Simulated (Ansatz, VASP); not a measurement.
**Two plane-wave programs on Bi**

Contents of INCAR:

```
PREC = Accurate
ENCUT = 520
EDIFF = 1E-6
ISMEAR = 0
SIGMA = 0.1
LREAL = False
LASPH = True
NELM = 60
ALGO = Fast
ISIF = 2
LWAVE = False
LCHARG = False
NBANDS = 54
KPAR = 4
```

The input KPOINTS:

```
regular mesh
0
Gamma
  6 6 9
```

Contents of POSCAR:

```
Bi
1.0
    7.9238140576     -0.0005617315     -0.0945568207
   -3.9623935025      6.8625093743     -0.0342541236
   -2.6362553122      0.0413291305      3.6986754818
Bi
6
Direct
    0.4073689365      0.3140436084      0.2506916190
    0.7407022698      0.9807102751      0.2506916190
    0.0740356031      0.6473769417      0.2506916190
    0.2592977302      0.0192897249      0.7493083810
    0.5926310635      0.6859563916      0.7493083810
    0.9259643969      0.3526230583      0.7493083810
```

Input for Ansatz:

```yaml
crystal:
  lattice:
    - [7.9238140576, -0.0005617315, -0.0945568207]
    - [-3.9623935025, 6.8625093743, -0.0342541236]
    - [-2.6362553122, 0.0413291305, 3.6986754818]
  atoms:
    - { symbol: Bi, position: [0.4073689365, 0.3140436084, 0.250691619] }
    - { symbol: Bi, position: [0.7407022698, 0.9807102751, 0.250691619] }
    - { symbol: Bi, position: [0.0740356031, 0.6473769417, 0.250691619] }
    - { symbol: Bi, position: [0.2592977302, 0.0192897249, 0.749308381] }
    - { symbol: Bi, position: [0.5926310635, 0.6859563916, 0.749308381] }
    - { symbol: Bi, position: [0.9259643969, 0.3526230583, 0.749308381] }
basis:
  ecutwfc: 420
kpoints:
  mp_grid: { grid: [6, 6, 9] }
hamiltonian:
  xc: lda
scf:
  occupations: { method: gaussian, width: 0.1 }
output:
  forces: true
  stress: true
  eigenvalues: true
```

Change from the starting cell: band edges of the strained film's bulk.

Alike in both runs: task single point; functional LDA; k mesh 6 × 6 × 9; occupations gaussian, width 0.1 eV; no spin polarisation.

|  | VASP | Ansatz |
| --- | --- | --- |
| version | VASP 6.6.1 | Ansatz 0.2.0 |
| potentials or method | VASP PAW LDA potentials, release 64 (Bi_d), cutoff 520 eV | scalar-relativistic, plane waves, PAW |
| valence electrons in the cell | 90 | 90 |

|  | VASP | Ansatz | Ansatz less VASP |
| --- | --- | --- | --- |
| gap on the k mesh at the Fermi level (eV) | none | none | - |
| pressure (GPa) | 0.1 | 0.0 | -0.08 |
| traceless stress, the component that is largest in VASP (GPa) | 0.67 | 0.68 | +0.011 |
| rms of the force components (eV/Å) | 0.015 | 0.006 | -0.0091 |

LDA's correlation is that of Perdew and Zunger in VASP and of Perdew and Wang (1992) in Ansatz. Atom by atom the forces differ by 0.009 eV/Å (rms over components). A gap of «none» marks a metal or a gap that the smearing closes.

Spin-orbit coupling is off throughout.
